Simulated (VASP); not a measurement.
## Zr3S2: single point with PBE

The system is Zr3S2.

```
CELL_PARAMETERS angstrom
4.98831 0.00000 0.00000
-2.49416 4.32001 0.00000
0.00000 0.00000 4.86161
ATOMIC_POSITIONS crystal
Zr 0.33333 0.66667 0.50000
Zr 0.66667 0.33333 0.50000
Zr 0.00000 0.00000 0.00000
S 0.33333 0.66667 0.00000
S 0.66667 0.33333 0.00000
```

The cell was built from a structure type or drawn by symmetry, and may not be a known phase.

```json
{
 "Program": "VASP 6.6.1",
 "Task": "single point",
 "Functional": "PBE",
 "Potentials or basis": "VASP PAW PBE potentials, release 64 (Zr_sv, S)",
 "Cutoff": "520 eV",
 "k mesh": "12 × 12 × 8",
 "Occupations": "gaussian, width 0.1 eV",
 "Spin": "no spin polarisation",
 "Dipole correction": "no",
 "Further INCAR settings": "ALGO = Normal; EDIFF = 1e-06; NBANDS = 32"
}
```

* Pressure: 0.0 GPa
* Band gap on the k mesh: zero (bands 24 and 25 overlap by 1.29 eV)

Levels at points of the mesh, in eV from the Fermi level:
```csv
k point,band 21,band 22,band 23,band 24,band 25,band 26,band 27,band 28
"(0.00, 0.00, 0.00)",-1.80,-0.60,-0.60,-0.05,-0.05,1.05,1.05,1.07
"(0.50, 0.00, 0.00)",-1.80,-1.75,-0.34,-0.33,-0.30,-0.17,1.24,1.53
"(0.00, 0.00, 0.50)",-2.48,-0.87,-0.87,0.98,0.98,1.25,1.78,1.78
"(0.50, 0.00, 0.50)",-1.34,-1.17,-0.70,0.08,0.30,0.65,1.15,1.81
```

Wall time 2 min on 1 thread of Intel(R) Xeon(R) 6975P-C (Granite Rapids), on a shared host, peak memory 0.39 GiB.
